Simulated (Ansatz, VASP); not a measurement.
# CdSe: VASP beside Ansatz

```
Cd Se
1.0
     0.00000    3.07027    3.07027
     3.07027    0.00000    3.07027
     3.07027    3.07027    0.00000
Cd Se
1 1
Direct
  0.00000 0.00000 0.00000
  0.25000 0.25000 0.25000
```

Alike in both runs: task single point; functional PBE; k mesh 4 × 4 × 4; occupations fermi-dirac, width 0.03 eV; no spin polarisation.

|  | VASP | Ansatz |
| --- | --- | --- |
| version | VASP 6.6.1 | Ansatz 0.2.0 |
| potentials or method | VASP PAW PBE potentials, release 64 (Cd, Se), cutoff 520 eV | all-electron LAPW, scalar-relativistic |

VASP gave:

| Property | Result |
| --- | --- |
| gap on the k mesh at the Fermi level (eV) | 0.53 |
| least direct gap on the mesh (eV) | 0.53 |
| pressure (GPa) | 1.8 |

**Question.** Estimate Ansatz's values.

**Answer.** gap on the k mesh at the Fermi level (eV): 0.54; least direct gap on the mesh (eV): 0.54; pressure (GPa): 1.5.

Ansatz ran all-electron here, and VASP with PAW potentials.

The k mesh is coarse, so the values compare programs but aren't converged.
